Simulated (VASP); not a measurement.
Wanted: the native input for a VASP 6.6.1 run.

- Task: single point
- Functional: PBEsol
- Potentials or basis: VASP PAW PBE potentials, release 64 (Sc_sv)
- Cutoff: 500 eV
- k mesh: 8 × 8 × 8
- Occupations: fermi-dirac, width 0.1 eV
- Spin: no spin polarisation
- Dipole correction: no
- Further INCAR settings: ALGO = Normal; EDIFF = 1e-06; NBANDS = 12

The structure of Sc lies in POSCAR:

```
Sc
1.0
    0.0000000000      2.2795252959      2.2795252959
    2.2795252959      0.0000000000      2.2795252959
    2.2795252959      2.2795252959      0.0000000000
Sc
1
Direct
    0.0000000000      0.0000000000      0.0000000000
```

This isn't the form of Sc at room conditions, which is hcp.

These files were run (other wordings do the same):

INCAR

```
PREC     = Accurate       # precision mode
ENCUT    = 500            # plane-wave cutoff, eV
EDIFF    = 1E-6           # SCF threshold, eV
ISMEAR   = -1             # smearing method
SIGMA    = 0.1            # smearing width, eV
LREAL    = F              # projectors in reciprocal space
LASPH    = T              # aspherical terms in the spheres
NELM     = 120            # most SCF steps
ALGO     = Normal         # electronic algorithm
ISIF     = 2              # what is computed and relaxed
LWAVE    = F              # write WAVECAR
LCHARG   = T              # write CHGCAR
GGA      = PS             # functional
LELF     = T              # ELF
LVHAR    = T            
NBANDS   = 12             # bands
GGA_COMPAT= F
```

KPOINTS

```
regular mesh
0
Gamma
  8 8 8
```

Potentials or basis: VASP PAW PBE potentials, release 64 (Sc_sv).

Launch:

```bash
$ cat potpaw_PBE.64/Sc_sv/POTCAR > POTCAR
$ mpirun -np 1 vasp_std > vasp.out
```

It gave:

```
Pressure               : 0.0 GPa
Band gap on the k mesh : zero (an odd number of electrons rules out a gap without spin polarisation)
```

Caveat: the PAW data sets were made with another functional, which shifts forces and pressure a little.

Run time: 6.1 s on 1 thread of AMD EPYC 7R13 Processor (Zen 3), with other jobs on the host, peak memory 0.11 GiB.
